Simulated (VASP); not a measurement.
# FeCo (Pm-3m) in VASP: further runs, part 2 of 2

VASP 6.6.1. The steps go on from the part before.

## 3. Single point, PBE (10.31 Å³/atom)

This run uses another cell than the first one, of 10.31 Å³/atom.

INCAR

```
ALGO = Normal
EDIFF = 1E-6
ENCUT = 690
GGA = PE
GGA_COMPAT = F
ISIF = 2
ISMEAR = 0
LASPH = T
LCHARG = F
LREAL = F
LWAVE = F
NBANDS = 24
NELM = 120
PREC = Accurate
SIGMA = 0.05
```

KPOINTS

```
k-points
0
Gamma
  16 16 16
```

POSCAR

```
FeCo
1.0
    2.7419749306      0.0000000000      0.0000000000
    0.0000000000      2.7419749306      0.0000000000
    0.0000000000      0.0000000000      2.7419749306
Fe Co
1 1
Direct
    0.5000000000      0.5000000000      0.5000000000
    0.0000000000      0.0000000000      0.0000000000
```

Potentials or basis: VASP PAW PBE potentials, release 64 (Fe_sv, Co_sv).

Command:

```
$ cat potpaw_PBE.64/Fe_sv/POTCAR potpaw_PBE.64/Co_sv/POTCAR > POTCAR
$ mpirun -np 1 vasp_std > vasp.out
```

OUTCAR:

```text
EDIFF = 1E-6
   ENCUT = 690
   GGA = PE
   ISIF = 2
   ISMEAR = 0
   LASPH = T
   LREAL = F
   NELM = 120
   PREC = Accurate

 ion  position               nearest neighbor table
   1  0.500  0.500  0.500-   2 2.37   2 2.37   2 2.37   2 2.37   2 2.37   2 2.37   2 2.37   2 2.37

   2  0.000  0.000  0.000-   1 2.37   1 2.37   1 2.37   1 2.37   1 2.37   1 2.37   1 2.37   1 2.37

  LATTYP: Found a simple cubic cell.
 ALAT       =     2.7419749306

  Lattice vectors:

 A1 = (   2.7419749306,   0.0000000000,   0.0000000000)
 A2 = (   0.0000000000,   2.7419749306,   0.0000000000)
 A3 = (   0.0000000000,   0.0000000000,   2.7419749306)

Analysis of symmetry for initial positions (statically):
=====================================================================
 Subroutine PRICEL returns:
 Original cell was already a primitive cell.

 Routine SETGRP: Setting up the symmetry group for a
 simple cubic supercell.

 Subroutine GETGRP returns: Found 48 space group operations
 (whereof 48 operations were pure point group operations)
 out of a pool of 48 trial point group operations.

The static configuration has the point symmetry O_h .

Analysis of symmetry for dynamics (positions and initial velocities):
=====================================================================
 Subroutine PRICEL returns:
 Original cell was already a primitive cell.

 Routine SETGRP: Setting up the symmetry group for a
 simple cubic supercell.

 Subroutine GETGRP returns: Found 48 space group operations
 (whereof 48 operations were pure point group operations)
 out of a pool of 48 trial point group operations.

The dynamic configuration has the point symmetry O_h .

 Subroutine INISYM returns: Found 48 space group operations
 (whereof 48 operations are pure point group operations),
 and found     1 'primitive' translations

----------------------------------------------------------------------------------------

                                     Primitive cell

  volume of cell :      20.6153

  direct lattice vectors                    reciprocal lattice vectors
     2.741974931  0.000000000  0.000000000     0.364700636  0.000000000  0.000000000
     0.000000000  2.741974931  0.000000000     0.000000000  0.364700636  0.000000000
     0.000000000  0.000000000  2.741974931     0.000000000  0.000000000  0.364700636

  length of vectors
     2.741974931  2.741974931  2.741974931     0.364700636  0.364700636  0.364700636

  position of ions in fractional coordinates (direct lattice)
     0.500000000  0.500000000  0.500000000
     0.000000000  0.000000000  0.000000000

  ion indices of the primitive-cell ions
   primitive index   ion index
                 1           1
                 2           2

----------------------------------------------------------------------------------------

 KPOINTS: k-points

Automatic generation of k-mesh.
 Grid dimensions read from file:
 generate k-points for:   16   16   16

 Generating k-lattice:

  Cartesian coordinates                     Fractional coordinates (reciprocal lattice)
     0.022793790  0.000000000  0.000000000     0.062500000  0.000000000  0.000000000
     0.000000000  0.022793790  0.000000000     0.000000000  0.062500000  0.000000000
     0.000000000  0.000000000  0.022793790     0.000000000  0.000000000  0.062500000

  Length of vectors
     0.022793790  0.022793790  0.022793790

  Shift w.r.t. Gamma in fractional coordinates (k-lattice)
     0.000000000  0.000000000  0.000000000

 Subroutine IBZKPT returns following result:
 ===========================================

 Found    165 irreducible k-points:

 Following reciprocal coordinates:
            Coordinates               Weight
  0.000000  0.000000  0.000000      1.000000
  0.062500  0.000000  0.000000      6.000000
  0.125000  0.000000  0.000000      6.000000
  0.187500  0.000000  0.000000      6.000000
  0.250000  0.000000  0.000000      6.000000
  0.312500  0.000000  0.000000      6.000000
[... 16 lines left out ...]
  0.437500  0.125000  0.000000     24.000000
  0.500000  0.125000  0.000000     12.000000
 [... further k-points ...]
   k-points           NKPTS =    165   k-points in BZ     NKDIM =    165   number of bands    NBANDS=     24
   number of dos      NEDOS =    301   number of ions     NIONS =      2
   total plane-waves  NPLWV =  13824
   dimension x,y,z NGX =    24 NGY =   24 NGZ =   24
   dimension x,y,z NGXF=    48 NGYF=   48 NGZF=   48
   ions per type =               1   1
   NGX,Y,Z   is equivalent  to a cutoff of  14.55, 14.55, 14.55 a.u.
   NGXF,Y,Z  is equivalent  to a cutoff of  29.10, 29.10, 29.10 a.u.
 SYSTEM =  unknown system
   PREC   = accura    normal or accurate (medium, high low for compatibility)
   ISTART =      0    job   : 0-new  1-cont  2-samecut
   ICHARG =      2    charge: 1-file 2-atom 10-const
   ISPIN  =      1    spin polarized calculation?
   LNONCOLLINEAR =      F non collinear calculations
   LSORBIT =      F    spin-orbit coupling
   LASPH  =      T    aspherical Exc in radial PAW
   ENCUT  =  690.0 eV  50.71 Ry    7.12 a.u.   5.87  5.87  5.87*2*pi/ulx,y,z
   NELM   =    120;   NELMIN=  2; NELMDL= -5     # of ELM steps
   EDIFF  = 0.1E-05   stopping-criterion for ELM
   LREAL  =      F    real-space projection
[... 7 lines left out ...]
   TEBEG  =    0.0;   TEEND  =   0.0 temperature during run
   PSTRESS=    0.0 pullay stress
   NELECT =      33.0000    total number of electrons
   NUPDOWN=      -1.0000    fix difference up-down
   EMIN   =  10.00;   EMAX   =-10.00  energy-range for DOS
   EFERMI =   0.00;   METHOD = LEGACY
   ISMEAR =     0;   SIGMA  =   0.05  broadening in eV -4-tet -1-fermi 0-gaus
   EFERMI_NEDOS =   21; number of points for ismear=-14 and -15
   IALGO  =     38    algorithm
   IMIX   =      4    mixing-type and parameters
     AMIX     =   0.40;   BMIX     =  1.00
     AMIX_MAG =   1.60;   BMIX_MAG =  1.00
  volume/ion in A,a.u.               =      10.31        69.56
  Fermi-wavevector in a.u.,A,eV,Ry     =   1.915061  3.618941 49.898816  3.667460
  Thomas-Fermi vector in A             =   2.950837
   LORBIT       =      0    0 simple, 1 ext, 2 COOP (PROOUT), +10 PAW based schemes
   GGA     = PE    functional components
   LHFCALC =     F    Hartree Fock is set to
   AEXX    =    0.0000 exact exchange contribution
   IVDW    =     0    specifies the selected vdW correction
   LEPSILON=     F    determine dielectric tensor
   LRPA    =     F    only Hartree local field effects (RPA)
 non-spin polarized calculation
 Gauss-broadening in eV      SIGMA  =   0.05
  energy-cutoff  :      690.00
  volume of cell :       20.62
 maximum number of plane-waves:       876
 NGX is ok and might be reduce to    24
   NGX = 11   NGY = 11   NGZ = 11

 number of electron      33.0000001 magnetization

 Free energy of the ion-electron system (eV)
  ---------------------------------------------------
  ext. energy  EPLUGINS =         0.00000000
  ---------------------------------------------------
  free energy    TOTEN  =       -14.52102824 eV

  energy without entropy =      -14.51141114  energy(sigma->0) =      -14.51621969

 E-fermi :  13.2614     XC(G=0): -14.2990

 val. band max:       13.2611587290   @ k =   0.5000   0.3750   0.1875
 cond. band min:      13.2654760868   @ k =   0.1875   0.0000   0.0000
 fundamental gap:      0.0043173578
 Fermi energy:        13.2613682522

 k-point     1 :       0.0000    0.0000    0.0000
  band No.  band energies     occupation
      1     -81.7389      2.00000
      2     -73.7775      2.00000
      3     -44.9980      2.00000
      4     -44.9980      2.00000
      5     -44.9980      2.00000
      6     -39.7915      2.00000
[... 16 lines left out ...]
     23      30.0977      0.00000
     24      30.0977      0.00000

 k-point     2 :       0.0625    0.0000    0.0000
  band No.  band energies     occupation
      1     -81.7387      2.00000
      2     -73.7772      2.00000
      3     -45.0002      2.00000
      4     -44.9976      2.00000
      5     -44.9976      2.00000
      6     -39.7956      2.00000
[... 16 lines left out ...]
     23      30.1166      0.00000
     24      30.5285      0.00000
[... 565 lines left out ...]
     23      30.3818      0.00000
     24      32.1715      0.00000

 k-point    24 :       0.5000    0.1250    0.0000
  band No.  band energies     occupation
      1     -81.7324      2.00000
      2     -73.7687      2.00000
      3     -45.0563      2.00000
      4     -44.9987      2.00000
      5     -44.9873      2.00000
      6     -39.8941      2.00000
[... 16 lines left out ...]
     23      31.6923      0.00000
     24      31.9563      0.00000

 [... further k-points ...]
[... 5 lines left out ...]
  --------------------------------------------------------------------------------------
  -------------------------------------------------------------------------------------
  Total        0.4791352      0.4791352      0.4791352      0.0000000      0.0000000      0.0000000
  in kB       37.2373007     37.2373007     37.2373007      0.0000000      0.0000000      0.0000000
  external PRESSURE =      37.2373007 kB  Pullay stress =       0.0000000 kB

 VOLUME and BASIS-vectors are now :
 -----------------------------------------------------------------------------
  energy-cutoff  :      690.00
  volume of cell :       20.62
      direct lattice vectors                 reciprocal lattice vectors
     2.741974931  0.000000000  0.000000000     0.364700636  0.000000000  0.000000000
     0.000000000  2.741974931  0.000000000     0.000000000  0.364700636  0.000000000
     0.000000000  0.000000000  2.741974931     0.000000000  0.000000000  0.364700636

 POSITION                                       TOTAL-FORCE (eV/Angst)
 -----------------------------------------------------------------------------------
      1.37099      1.37099      1.37099         0.000000      0.000000      0.000000
      0.00000      0.00000      0.00000         0.000000      0.000000      0.000000
 -----------------------------------------------------------------------------------
    total drift:                                0.000000      0.000000     -0.000000

  FREE ENERGIE OF THE ION-ELECTRON SYSTEM (eV)
  ---------------------------------------------------
  free  energy   TOTEN  =       -14.5210282352 eV

  energy  without entropy=      -14.5114111356  energy(sigma->0) =      -14.51621969
```

stdout:

```text
POSCAR found type information on POSCAR FeCo
 POSCAR found :  2 types and       2 ions
 scaLAPACK will be used
 LDA part: xc-table for (Slater+PW92), standard interpolation
 POSCAR, INCAR and KPOINTS ok, starting setup
 FFT: planning ... GRIDC
 FFT: planning ... GRID_SOFT
 FFT: planning ... GRID
 WAVECAR not read
 entering main loop
```

It took 59 s on 1 thread of Intel Xeon Platinum 8259CL at 2.50GHz (Skylake/Cascade Lake), shared host; peak memory 0.23 GiB.

Results:

| Quantity | Value |
| --- | --- |
| Free energy | -14.5210 eV |
| Pressure | 3.7 GPa |
| Band gap on the k mesh | zero (an odd number of electrons rules out a gap without spin polarisation) |

Caveat: the cell stands under pressure; the run has no spin polarisation, though such a crystal can be magnetic.
